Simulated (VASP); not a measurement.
AlNi: single point with PBEsol

Crystal: AlNi.

```
Al Ni
1.0
     1.93869   -1.95319    0.00000
     1.93869    1.95319    0.00000
     0.00000    0.00000    3.09943
Al Ni
1 1
Cartesian
  0.0000 0.0000 0.0000
  1.9387 0.0000 1.5497
```

```yaml
Program: VASP 6.6.1
Task: single point
Functional: PBEsol
Potentials_or_basis: VASP PAW PBE potentials, release 64 (Al, Ni)
Cutoff: 520 eV
k_mesh: 10 × 10 × 9
Occupations: gaussian, width 0.1 eV
Spin: collinear spin, ferromagnetic start
Starting_moments: "[0.0, 1.0] μB"
```

- Pressure: 0.6 GPa
- Net moment: 0.00 μB per cell
- Valence electrons inside the program's atomic spheres: Al 0.81; Ni 9.51

Stress tensor (GPa, compression positive):
```
 3.92  0.00  0.00
 0.00  2.23  0.00
 0.00  0.00 -4.21
```

Levels at points of the mesh, in eV from the Fermi level:
Spin up:
| k point | band 4 | band 5 | band 6 | band 7 | band 8 | band 9 | band 10 | band 11 |
| --- | --- | --- | --- | --- | --- | --- | --- | --- |
| (0.00, 0.00, 0.00) | -1.64 | -1.63 | -1.33 | 2.95 | 7.05 | 7.10 | 7.20 | 8.68 |
| (0.50, 0.00, 0.00) | -2.74 | -2.06 | -1.51 | -0.34 | 7.79 | 7.95 | 9.41 | 11.64 |
| (0.50, 0.50, 0.00) | -2.43 | -2.42 | -2.29 | -0.83 | 2.23 | 3.32 | 10.81 | 13.53 |
Spin down:
| k point | band 4 | band 5 | band 6 | band 7 | band 8 | band 9 | band 10 | band 11 |
| --- | --- | --- | --- | --- | --- | --- | --- | --- |
| (0.00, 0.00, 0.00) | -1.64 | -1.62 | -1.33 | 2.95 | 7.05 | 7.10 | 7.20 | 8.68 |
| (0.50, 0.00, 0.00) | -2.74 | -2.06 | -1.51 | -0.34 | 7.79 | 7.95 | 9.41 | 11.64 |
| (0.50, 0.50, 0.00) | -2.43 | -2.42 | -2.29 | -0.83 | 2.23 | 3.32 | 10.81 | 13.53 |

It took 43 s on 1 thread of Intel(R) Xeon(R) 6975P-C (Granite Rapids), with other jobs on the host, peak memory 0.21 GiB.

Caveat: the PAW data sets were made with another functional, which shifts forces and pressure a little.
